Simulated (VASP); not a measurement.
# CuO (C2/c) in VASP: a series of runs, part 3 of 3

VASP 6.6.1. The steps go on from the part before.

## 4. Vibrations by perturbation theory, PBEsol

INCAR reads:

```
PREC = Accurate ; ENCUT = 520
EDIFF = 1E-8 ; ISMEAR = -1
SIGMA = 0.05 ; LREAL = False
LASPH = True ; NELM = 100
ALGO = Normal ; ISIF = 2
LWAVE = False ; LCHARG = True
GGA = PS ; NBANDS = 25
IBRION = 8 ; NSW = 1
```

KPOINTS reads:

```
regular mesh
0
Gamma
  10 10 5
```

POSCAR reads:

```
CuO
1.0
    2.3418500000     -1.7113000000      0.0000000000
    2.3418500000      1.7113000000      0.0000000000
   -0.8500274268      0.0000000000      5.0578693947
Cu O
2 2
Direct
    0.5000000000      0.0000000000      0.5000000000
    0.0000000000      0.5000000000      0.0000000000
    0.4184000000      0.5816000000      0.7500000000
    0.5816000000      0.4184000000      0.2500000000
```

Potentials or basis: VASP PAW PBE potentials, release 64 (Cu, O).

The run is started by

```sh
> cat potpaw_PBE.64/Cu/POTCAR potpaw_PBE.64/O/POTCAR > POTCAR
> mpirun -np 1 vasp_std > vasp.out
```

OUTCAR:

```text
PREC = Accurate
   ENCUT = 520
   EDIFF = 1E-8
   ISMEAR = -1
   LREAL = False
   LASPH = True
   NELM = 100
   ISIF = 2
   GGA = PS
   IBRION = 8
   NSW = 1

 ion  position               nearest neighbor table
   1  0.500  0.000  0.500-   3 1.95   4 1.95   4 1.96   3 1.96
   2  0.000  0.500  0.000-   4 1.95   3 1.95   4 1.96   3 1.96
   3  0.418  0.582  0.750-   2 1.95   1 1.95   2 1.96   1 1.96
   4  0.582  0.418  0.250-   1 1.95   2 1.95   2 1.96   1 1.96

  LATTYP: Found a base centered monoclinic cell.
 ALAT       =     4.6837000000
 B/A-ratio  =     0.7307470589
 C/A-ratio  =     1.0950317057
 COS(beta)  =    -0.1657361228

  Lattice vectors:

 A1 = (   2.3418500000,  -1.7113000000,   0.0000000000)
 A2 = (   2.3418500000,   1.7113000000,   0.0000000000)
 A3 = (  -0.8500274268,   0.0000000000,   5.0578693947)

Analysis of symmetry for initial positions (statically):
=====================================================================
 Subroutine PRICEL returns:
 Original cell was already a primitive cell.

 Routine SETGRP: Setting up the symmetry group for a
 base centered monoclinic supercell.

 Subroutine GETGRP returns: Found  4 space group operations
 (whereof  2 operations were pure point group operations)
 out of a pool of  4 trial point group operations.

The static configuration has the point symmetry S_2 .
 The point group associated with its full space group is C_2h.

Analysis of symmetry for dynamics (positions and initial velocities):
=====================================================================
 Subroutine PRICEL returns:
 Original cell was already a primitive cell.

 Routine SETGRP: Setting up the symmetry group for a
 base centered monoclinic supercell.

 Subroutine GETGRP returns: Found  4 space group operations
 (whereof  2 operations were pure point group operations)
 out of a pool of  4 trial point group operations.

The dynamic configuration has the point symmetry S_2 .
 The point group associated with its full space group is C_2h.

 Subroutine INISYM returns: Found  4 space group operations
 (whereof  2 operations are pure point group operations),
 and found     1 'primitive' translations

----------------------------------------------------------------------------------------

[... 839 lines left out ...]
  energy-cutoff  :      520.00
  volume of cell :       40.54
      direct lattice vectors                 reciprocal lattice vectors
     2.341850000 -1.711300000  0.000000000     0.213506416 -0.292175539  0.035881968
     2.341850000  1.711300000  0.000000000     0.213506416  0.292175539  0.035881968
    -0.850027427  0.000000000  5.057869395     0.000000000  0.000000000  0.197711709

 POSITION                                       TOTAL-FORCE (eV/Angst)
 -----------------------------------------------------------------------------------
      0.74591     -0.85565      2.52893        -0.000000     -0.000000      0.000000
      1.17092      0.85565      0.00000        -0.000000      0.000000      0.000000
      1.70433      0.27928      3.79340         0.000000     -0.320919      0.000000
      2.12934     -0.27928      1.26447        -0.000000      0.320919      0.000000
 -----------------------------------------------------------------------------------
    total drift:                                0.000000      0.000000     -0.000000

  FREE ENERGIE OF THE ION-ELECTRON SYSTEM (eV)
  ---------------------------------------------------
  free  energy   TOTEN  =       -21.3512821346 eV

  energy  without entropy=      -21.3319776647  energy(sigma->0) =      -21.34162990

[... ionic steps 2 to 9 ...]

--------------------------------------- Ionic step       10  -------------------------------------------

------------------------ aborting loop because EDIFF is reached ----------------------------------------

--------------------------------------- Ionic step       11  -------------------------------------------

------------------------ aborting loop because EDIFF is reached ----------------------------------------

--------------------------------------- Ionic step       12  -------------------------------------------

 Free energy of the ion-electron system (eV)
  ---------------------------------------------------
  ---------------------------------------------------
  free energy    TOTEN  =        -0.37734332 eV

  energy without entropy =       -0.37734332

------------------------ aborting loop because EDIFF is reached ----------------------------------------

 INTERNAL STRAIN TENSOR  FOR ION    3  DIRECTION 3   (eV/Angst):
 -----------------------------------------------------------------------------
     0.00009 -2.76210 -0.00155
    -2.59813  0.00207 -4.32689
    -0.00162 -4.51817 -0.01777

 INTERNAL STRAIN TENSOR FOR ION    4 for displacements in x,y,z  (eV/Angst):
          X           Y           Z          XY          YZ          ZX
  --------------------------------------------------------------------------------
  x     0.00000     0.00000     0.00000     1.16730     3.74339     0.00000
  y     0.46680     4.41405     4.73910     0.00000     0.00000     4.70694
  z     0.00000     0.00000     0.00000     2.59813     4.51817     0.00000

 SECOND DERIVATIVES (NOT SYMMETRIZED)
 ------------------------------------
               1X          1Y          1Z          2X          2Y          2Z          3X          3Y          3Z          4X          4Y          4Z
  1X    -9.956999   -4.870275    1.053415    0.310939    0.164626   -0.113749    4.823030    2.352825   -0.469833    4.823030    2.352825   -0.469833
  1Y    -4.870793   -7.597770   -1.909257   -0.164107    0.710533   -0.204261    2.517450    3.443619    1.056759    2.517450    3.443619    1.056759
  1Z     1.053619   -1.909412  -14.970594   -0.113465    0.204172    4.345017   -0.470077    0.852620    5.312788   -0.470077    0.852620    5.312788
  2X     0.310939   -0.164626   -0.113749   -9.956999    4.870275    1.053415    4.823030   -2.352825   -0.469833    4.823030   -2.352825   -0.469833
  2Y     0.164107    0.710533    0.204261    4.870793   -7.597770    1.909257   -2.517450    3.443619   -1.056759   -2.517450    3.443619   -1.056759
  2Z    -0.113465   -0.204172    4.345017    1.053619    1.909412  -14.970594   -0.470077   -0.852620    5.312788   -0.470077   -0.852620    5.312788
  3X     4.803001    2.518059   -0.475117    4.803001   -2.518059   -0.475117   -7.677619    0.000000    1.103690   -1.928382    0.000000   -0.153455
  3Y     2.355994    3.421966    0.855847   -2.355994    3.421966   -0.855847    0.000000   -5.813323    0.000000    0.000000   -1.030610    0.000000
  3Z    -0.484100    1.057928    5.328143   -0.484100   -1.057928    5.328143    1.124747    0.000000  -11.980355   -0.156547    0.000000    1.324070
  4X     4.803001    2.518059   -0.475117    4.803001   -2.518059   -0.475117   -1.928382    0.000000   -0.153455   -7.677619    0.000000    1.103690
  4Y     2.355994    3.421966    0.855847   -2.355994    3.421966   -0.855847    0.000000   -1.030610    0.000000    0.000000   -5.813323    0.000000
  4Z    -0.484100    1.057928    5.328143   -0.484100   -1.057928    5.328143   -0.156547    0.000000    1.324070    1.124747    0.000000  -11.980355

 Eigenvectors and eigenvalues of the dynamical matrix
 ----------------------------------------------------

   1 f  =   14.657347 THz    92.094828 2PiTHz  488.916470 cm-1    60.617889 meV
             X         Y         Z           dx          dy          dz
      0.745911 -0.855650  2.528935     0.176824    0.034893   -0.262431
      1.170925  0.855650  0.000000     0.176824   -0.034893   -0.262431
      1.704329  0.279284  3.793402    -0.352011    0.000000    0.524151
      2.129343 -0.279284  1.264467    -0.352011    0.000000    0.524151
[... 71 lines left out ...]
  12 f/i=    0.019506 THz     0.122557 2PiTHz    0.650637 cm-1     0.080669 meV
             X         Y         Z           dx          dy          dz
      0.745911 -0.855650  2.528935     0.001744    0.631332    0.000509
      1.170925  0.855650  0.000000    -0.001744    0.631332   -0.000509
      1.704329  0.279284  3.793402    -0.000000    0.318459   -0.000000
      2.129343 -0.279284  1.264467    -0.000000    0.318459   -0.000000

--------------------------------------------------------------------------------------------------------

 ELASTIC MODULI CONTR FROM IONIC RELAXATION (kBar)
 Direction    XX          YY          ZZ          XY          YZ          ZX
 --------------------------------------------------------------------------------
 XX          -3.6011    -34.0524    -36.5601      0.0000      0.0000    -36.3120
 YY         -34.0524   -322.0014   -345.7136      0.0000      0.0000   -343.3679
 ZZ         -36.5601   -345.7136   -371.1720      0.0000      0.0000   -368.6535
 XY           0.0000      0.0000      0.0000    -68.2290   -152.7048      0.0000
 YZ           0.0000      0.0000      0.0000   -152.7048   -366.0070      0.0000
 ZX         -36.3120   -343.3679   -368.6535      0.0000      0.0000   -366.1521
 --------------------------------------------------------------------------------
```

OSZICAR:

```text
N       E                     dE             d eps       ncg     rms          rms(c)
DAV:   1     0.292317591119E+03    0.29232E+03   -0.16287E+04  7458   0.216E+03
DAV:   2     0.864856279401E+01   -0.28367E+03   -0.26149E+03  7237   0.395E+02
DAV:   3    -0.261202077266E+02   -0.34769E+02   -0.32863E+02  8675   0.154E+02
[... 127 lines left out ...]
RMM:  15    -0.377343350544E+00    0.52623E-06   -0.82611E-08 19235   0.435E-04    0.102E-04
RMM:  16    -0.377343374652E+00   -0.24109E-07   -0.10131E-07 22715   0.237E-04    0.104E-04
RMM:  17    -0.377343359939E+00    0.14713E-07   -0.62513E-08 21877   0.185E-04    0.800E-05
RMM:  18    -0.377343315679E+00    0.44260E-07   -0.65002E-08 20596   0.203E-04    0.618E-06
RMM:  19    -0.377343321530E+00   -0.58509E-08   -0.81063E-08 23858   0.178E-04    0.656E-06
 Linear response finished
```

stdout:

```text
POSCAR found type information on POSCAR CuO
 POSCAR found :  2 types and       4 ions
 scaLAPACK will be used
 -----------------------------------------------------------------------------
|                                                                             |
|                                                                             |
|     You enforced a specific xc type in the INCAR file but a different       |
[... 23 lines left out ...]
 first order change of Fermi-energy  -0.43405E-05
 force on displaced ion       3 direction 1 :  -7.678   0.000   1.104
 Linear response progress:
 first order change of Fermi-energy  -0.35685E+00
 force on displaced ion       3 direction 2 :   0.000  -5.813   0.000
 Linear response progress:
 first order change of Fermi-energy   0.30801E-04
 force on displaced ion       3 direction 3 :   1.125  -0.001 -11.980
 Linear response finished
```

Run time: 37 min. Hardware: 1 thread of Oxide Virtual Turin-like, shared host; peak memory 0.55 GiB.

Results:

```
Highest phonon frequency at Γ, LO-TO splitting left out : 489 cm⁻¹
```

Phonon frequencies in cm⁻¹ (negative: imaginary):
| q point | frequencies |
| --- | --- |
| (0.000, 0.000, 0.000) | -1 -1 0 141 158 285 287 307 406 456 479 489 |

Caveat: the cell stands under pressure or tension, which shifts response properties.
